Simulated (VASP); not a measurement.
# NaI (I4/mmm) in VASP: notebook, part 2 of 2

VASP 6.6.1. Earlier steps stand in the parts before.

## Step 3: Single point, r2SCAN (strain +0.030 along x and y, +0.015 along z)

Contents of POSCAR:

```
NaI
1.0
    0.0000000000      3.3334920000      3.2849460000
    3.3334920000      0.0000000000      3.2849460000
    3.3334920000      3.3334920000      0.0000000000
Na I
1 1
Direct
    0.0000000000      0.0000000000      0.0000000000
    0.5000000000      0.5000000000      0.5000000000
```

Contents of INCAR.step1:

```
ALGO = Normal
EDIFF = 1E-4
ENCUT = 520
GGA = PE
ISMEAR = 0
LASPH = T
LCHARG = F
LREAL = F
LWAVE = T
NBANDS = 14
NELM = 80
PREC = Accurate
SIGMA = 0.05
```

Contents of INCAR.step2:

```
ALGO = Normal
EDIFF = 1E-6
ENCUT = 520
ISIF = 2
ISMEAR = 0
ISTART = 1
LASPH = T
LCHARG = F
LMIXTAU = T
LREAL = F
LWAVE = F
METAGGA = R2SCAN
NBANDS = 14
NELM = 80
PREC = Accurate
SIGMA = 0.05
```

Contents of KPOINTS:

```
k-points
0
Gamma
  6 6 6
```

Potentials or basis: VASP PAW PBE potentials, release 64 (Na_pv, I).

On the command line:

```bash
$ cat potpaw_PBE.64/Na_pv/POTCAR potpaw_PBE.64/I/POTCAR > POTCAR
$ cp INCAR.step1 INCAR
$ mpirun -np 1 vasp_std > vasp.out
$ cp INCAR.step2 INCAR
$ mpirun -np 1 vasp_std > vasp.out
```

OUTCAR:

```text
EDIFF = 1E-6
   ENCUT = 520
   ISIF = 2
   ISMEAR = 0
   ISTART = 1
   LASPH = T
   LREAL = F
   METAGGA = R2SCAN
   NELM = 80
   PREC = Accurate

 ion  position               nearest neighbor table
   1  0.000  0.000  0.000-
   2  0.500  0.500  0.500-

  LATTYP: Found a body centered tetragonal cell.
 ALAT       =     4.7142695965
 C/A-ratio  =     1.3936182192

  Lattice vectors:

 A1 = (   0.0000000000,  -3.3334920000,  -3.2849460000)
 A2 = (   0.0000000000,   3.3334920000,  -3.2849460000)
 A3 = (   3.3334920000,   0.0000000000,   3.2849460000)

Analysis of symmetry for initial positions (statically):
=====================================================================
 Subroutine PRICEL returns:
 Original cell was already a primitive cell.

 Routine SETGRP: Setting up the symmetry group for a
 body centered tetragonal supercell.

 Subroutine GETGRP returns: Found 16 space group operations
 (whereof 16 operations were pure point group operations)
 out of a pool of 16 trial point group operations.

The static configuration has the point symmetry D_4h.
[... 172 lines left out ...]
      3     -23.3502      2.00000
      4     -11.1744      2.00000
      5      -0.0229      2.00000
      6      -0.0040      2.00000
      7      -0.0040      2.00000
      8       4.2158      0.00000
      9       8.4278      0.00000
     10       8.4279      0.00000
     11       8.5185      0.00000
     12      10.1206      0.00000
     13      10.2702      0.00000
     14      11.0108      0.00000
[... 377 lines left out ...]
      1     -23.3544      2.00000
      2     -23.3532      2.00000
      3     -23.3514      2.00000
      4     -10.8602      2.00000
      5      -1.5857      2.00000
      6      -0.8588      2.00000
      7      -0.5689      2.00000
      8       5.6717      0.00000
      9       6.7174      0.00000
     10       8.9610      0.00000
     11      10.0365      0.00000
     12      11.2890      0.00000
     13      12.8754      0.00000
     14      13.6523      0.00000

 [... further k-points ...]

------------------------ aborting loop because EDIFF is reached ----------------------------------------

  FORCE on cell =-STRESS in cart. coord.  units (eV):
  Direction    XX          YY          ZZ          XY          YZ          ZX
  --------------------------------------------------------------------------------------
  -------------------------------------------------------------------------------------
  Total       -0.5762701     -0.5762701     -0.4570158      0.0000000     -0.0000000      0.0000000
  in kB      -12.6467694    -12.6467694    -10.0296254      0.0000000     -0.0000000      0.0000000
  external PRESSURE =     -11.7743880 kB  Pullay stress =       0.0000000 kB

 VOLUME and BASIS-vectors are now :
 -----------------------------------------------------------------------------
  energy-cutoff  :      520.00
  volume of cell :       73.01
      direct lattice vectors                 reciprocal lattice vectors
     0.000000000  3.333492000  3.284946000    -0.149992860  0.149992860  0.152209504
     3.333492000  0.000000000  3.284946000     0.149992860 -0.149992860  0.152209504
     3.333492000  3.333492000  0.000000000     0.149992860  0.149992860 -0.152209504

 POSITION                                       TOTAL-FORCE (eV/Angst)
 -----------------------------------------------------------------------------------
      0.00000      0.00000      0.00000        -0.000000      0.000000     -0.000000
      3.33349      3.33349      3.28495         0.000000     -0.000000      0.000000
 -----------------------------------------------------------------------------------
    total drift:                                0.000000      0.000000      0.000000

  FREE ENERGIE OF THE ION-ELECTRON SYSTEM (eV)
  ---------------------------------------------------
  free  energy   TOTEN  =       -31.0613925197 eV

  energy  without entropy=      -31.0613925197  energy(sigma->0) =      -31.06139252
```

Run time: 71 s. Hardware: 1 thread of AMD EPYC 9R45 (Zen 5), shared host; peak memory 0.19 GiB.

Results:

| Quantity | Value |
| --- | --- |
| Free energy | -31.0614 eV |
| Pressure | -1.2 GPa |
| Band gap on the k mesh | 4.22 eV |

Levels at points of the mesh, in eV from the valence-band top:
```tsv
k point	band 3	band 4	band 5	band 6	band 7	band 8	band 9	band 10	band 11	band 12
(0.00, 0.00, 0.00)	-23.35	-11.17	-0.02	0.00	0.00	4.22	8.43	8.43	8.52	10.12
(0.50, 0.00, 0.00)	-23.35	-10.90	-1.94	-0.27	-0.25	5.65	7.94	8.05	9.21	10.85
(0.50, 0.50, 0.00)	-23.35	-10.83	-1.71	-0.69	-0.69	5.15	6.11	10.30	11.78	11.78
(0.50, 0.00, 0.50)	-23.35	-10.84	-1.71	-0.69	-0.63	5.17	6.15	10.19	11.72	11.93
```

Caveat: the cell differs from its parent crystal (strain +0.030 along x and y, +0.015 along z); the PAW data sets were made with another functional, which shifts forces and pressure a little; spin-orbit coupling is left out, which moves the levels of the heavy elements.
